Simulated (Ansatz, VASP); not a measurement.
## Al3Cu2 in VASP and in Ansatz

Contents of INCAR:

```
  ALGO = Fast
  EDIFF = 1E-6
  ENCUT = 520
  GGA = PS
  ISIF = 2
  ISMEAR = 0
  LASPH = True
  LCHARG = True
  LELF = True
  LREAL = False
  LVHAR = True
  LWAVE = False
  NBANDS = 24
  NELM = 60
  PREC = Accurate
  SIGMA = 0.15
```

KPOINTS

```
k-points
0
Gamma
  12 12 10
```

Contents of POSCAR:

```
Al3Cu2
1.0
    4.0985856014      0.0000000000      0.0000000000
   -2.0492928007      3.5494792504      0.0000000000
    0.0000000000      0.0000000000      4.9821008425
Al Cu
3 2
Direct
    0.0000000000      0.0000000000      0.0000000000
    0.3333333333      0.6666666667      0.3515059809
    0.6666666667      0.3333333333      0.6484940191
    0.2599916962      0.6299958481      0.8769901145
    0.5933250295      0.2966625148      0.1924101511
```

Input for Ansatz:

```yaml
crystal:
  lattice:
    - [4.0985856014, 0.0, 0.0]
    - [-2.0492928007, 3.5494792504, 0.0]
    - [0.0, 0.0, 4.9821008425]
  atoms:
    - { symbol: Al, position: [0.0, 0.0, 0.0] }
    - { symbol: Al, position: [0.3333333333, 0.6666666667, 0.3515059809] }
    - { symbol: Al, position: [0.6666666667, 0.3333333333, 0.6484940191] }
    - { symbol: Cu, position: [0.2599916962, 0.6299958481, 0.8769901145] }
    - { symbol: Cu, position: [0.5933250295, 0.2966625148, 0.1924101511] }
basis:
  ecutwfc: 420
kpoints:
  mp_grid: { grid: [12, 12, 10] }
hamiltonian:
  xc: pbesol
scf:
  occupations: { method: gaussian, width: 0.15 }
output:
  forces: true
  stress: true
  eigenvalues: true
```

Change from the starting cell: all Cu atoms moved +0.312 Å, as atom 4 towards its neighbour atom 5 (Cu) at 2.841 Å.

Alike in both runs: task single point; functional PBEsol; k mesh 12 × 12 × 10; occupations gaussian, width 0.15 eV; no spin polarisation.

|  | VASP | Ansatz |
| --- | --- | --- |
| version | VASP 6.6.1 | Ansatz 0.2.0 |
| potentials or method | VASP PAW PBE potentials, release 64 (Al, Cu), cutoff 520 eV | scalar-relativistic, plane waves, PAW |
| valence electrons in the cell | 31 | 47 |

Ansatz gave:

```
gap on the k mesh at the Fermi level (eV)                     : none
pressure (GPa)                                                : 4.1
traceless stress, the component that is largest in VASP (GPa) : 1.55
rms of the force components (eV/Å)                            : 0.953
```

Question: What did VASP give for the same quantities?

Answer: gap on the k mesh at the Fermi level (eV): none; pressure (GPa): 4.5; traceless stress, the component that is largest in VASP (GPa): 1.57; rms of the force components (eV/Å): 0.956.

VASP's potentials were made for PBE, not for PBEsol. Atom by atom the forces differ by 0.004 eV/Å (rms over components). A gap of «none» marks a metal or a gap that the smearing closes. VASP's potentials hold 31 valence electrons a cell and Ansatz's 47, so a difference there can come from the potentials and not from the codes.
